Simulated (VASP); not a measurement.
Write the native input for VASP 6.6.1 that does the following.

```
Task                   : single point
Functional             : PBE
Dispersion             : D3(BJ)
Potentials or basis    : VASP PAW PBE potentials, release 64 (As)
Cutoff                 : 500 eV
k mesh                 : 6 × 6 × 6
Occupations            : gaussian, width 0.1 eV
Spin                   : no spin polarisation
Dipole correction      : no
Further INCAR settings : ALGO = Normal; EDIFF = 1e-06; NBANDS = 8
```

The structure of As lies in POSCAR:

```
As
1.0
    2.7036817444      0.0000000000      0.0000000000
    0.0000000000      2.7036817444      0.0000000000
    0.0000000000      0.0000000000      2.7036817444
As
1
Direct
    0.5000000000      0.5000000000      0.5000000000
```

One way to write it, as run:

INCAR

```
PREC = Accurate ; ENCUT = 500
EDIFF = 1E-6 ; ISMEAR = 0
SIGMA = 0.1 ; LREAL = F
LASPH = T ; NELM = 120
ALGO = Normal ; ISIF = 2
LWAVE = F ; LCHARG = F
GGA = PE ; IVDW = 12
NBANDS = 8 ; GGA_COMPAT = F
```

KPOINTS

```
regular mesh
0
Gamma
  6 6 6
```

Potentials or basis: VASP PAW PBE potentials, release 64 (As).

Command:

```sh
$ cat potpaw_PBE.64/As/POTCAR > POTCAR
$ mpirun -np 1 vasp_std > vasp.out
```

It gave:

The pressure is -1.0 GPa and the dispersion energy per atom is -0.458 eV.

Caveat: the k points lie up to 0.39 Å⁻¹ apart; pairwise dispersion overbinds metals, which lowers pressure and volume.

Wall time 3.8 s on 1 thread of Intel Xeon 6455B (shared host), peak memory 0.12 GiB.
